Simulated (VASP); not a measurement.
Here is a VASP 6.6.1 calculation.

The input INCAR:

```
PREC     = Accurate       # precision mode
ENCUT    = 520            # plane-wave cutoff, eV
EDIFF    = 1E-7           # SCF threshold, eV
ISMEAR   = 0              # smearing method
SIGMA    = 0.1            # smearing width, eV
LREAL    = False          # projectors in reciprocal space
LASPH    = True           # aspherical terms in the spheres
NELM     = 80             # most SCF steps
ALGO     = Fast           # electronic algorithm
ISIF     = 2              # what is computed and relaxed
LWAVE    = False          # write WAVECAR
LCHARG   = True           # write CHGCAR
GGA      = PE             # functional
LELF     = True           # ELF
LVHAR    = True         
NBANDS   = 54             # bands
```

KPOINTS

```
regular mesh
0
Gamma
  6 6 6
```

Contents of POSCAR:

```
Ga3Sb
1.0
   -5.6544574075      0.0000000000      0.0000000000
    0.0000000000      0.0000000000      5.6544574075
    0.0000000000      5.6544574075      0.0000000000
Ga Sb
6 2
Direct
    0.5000000000      0.0000000000      0.0000000000
    0.5000000000      0.0000000000      0.5000000000
    0.5000000000      0.5000000000      0.5000000000
    0.0000000000      0.0000000000      0.0000000000
    0.0000000000      0.5000000000      0.0000000000
    0.0000000000      0.5000000000      0.5000000000
    0.5000000000      0.5000000000      0.0000000000
    0.0000000000      0.0000000000      0.5000000000
```

Potentials or basis: VASP PAW PBE potentials, release 64 (Ga_d, Sb).

Launch:

```console
$ cat potpaw_PBE.64/Ga_d/POTCAR potpaw_PBE.64/Sb/POTCAR > POTCAR
$ mpirun -np 1 vasp_std > vasp.out
```

(1) What does it give for the pressure?

(2) Predict the band gap on the k mesh.

Results:

(1) -0.1 GPa.

(2) zero (bands 44 and 45 overlap by 2.35 eV).

Caveat: spin-orbit coupling is left out, which moves the levels of the heavy elements.
